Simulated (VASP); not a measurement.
Write the native input for VASP 6.6.1 that does the following.

* Task: single point
* Functional: LDA
* Potentials or basis: VASP PAW LDA potentials, release 64 (Ca_sv, Se)
* Cutoff: 520 eV
* k mesh: 6 × 6 × 6
* Occupations: gaussian, width 0.01 eV
* Spin: no spin polarisation
* Dipole correction: no
* Further INCAR settings: ALGO = Normal; EDIFF = 1e-06; NBANDS = 15

The structure of CaSe lies in POSCAR:

```
CaSe
1.0
    0.0000000000      3.2795613712      3.2795613712
    3.2795613712      0.0000000000      3.2795613712
    3.2795613712      3.2795613712      0.0000000000
Ca Se
1 1
Direct
    0.0000000000      0.0000000000      0.0000000000
    0.2500000000      0.2500000000      0.2500000000
```

The input as run:

INCAR

```
ALGO = Normal ; EDIFF = 1E-6
ENCUT = 520 ; GGA = CA
ISIF = 2 ; ISMEAR = 0
LASPH = T ; LCHARG = F
LREAL = F ; LWAVE = F
NBANDS = 15 ; NELM = 60
PREC = Accurate ; SIGMA = 0.01
```

KPOINTS

```
k-points
0
Gamma
  6 6 6
```

Potentials or basis: VASP PAW LDA potentials, release 64 (Ca_sv, Se).

Launch:

```bash
$ cat potpaw_LDA.64/Ca_sv/POTCAR potpaw_LDA.64/Se/POTCAR > POTCAR
$ mpirun -np 1 vasp_std > vasp.out
```

Results of the run:

```
Pressure               : -2.0 GPa
Band gap on the k mesh : 2.95 eV (least direct gap 3.05 eV)
```

Wall time 26 s on 1 thread of Intel Xeon 8259CL, on a shared host, peak memory 0.17 GiB.
